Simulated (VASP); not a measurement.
PbS:

```
Pb S
1.0
     0.00000    2.95736    2.95736
     2.95736    0.00000    2.95736
     2.95736    2.95736    0.00000
Pb S
1 1
Direct
  0.00000 0.00000 0.00000
  0.50000 0.50000 0.50000
```

This cell differs from its parent crystal: strain -1.0%.

Base run:

```yaml
Program: VASP 6.6.1
Functional: HSE06
Potentials_or_basis: VASP PAW PBE potentials, release 64 (Pb_d, S)
Cutoff: 520 eV
k_mesh: 6 × 6 × 6
Occupations: gaussian, width 0.01 eV
Spin: no spin polarisation
```

Its results: band gap on the k mesh 0.75 eV; pressure 1.5 GPa.

Question: The run is repeated on the same cell with these changes: functional from HSE06 to PBE; cutoff from 520 eV to 500 eV; k mesh from 6 × 6 × 6 to 4 × 4 × 4. What comes out?

Answer: Band gap on the k mesh 0.33 eV; pressure 2.8 GPa.

Several settings changed at once.

Caveats: some runs use coarse meshes; spin-orbit coupling is left out, which moves the levels of the heavy elements; the PAW data sets were made with another functional, which shifts forces and pressure a little (at least some runs).

A k mesh can miss the band edges.
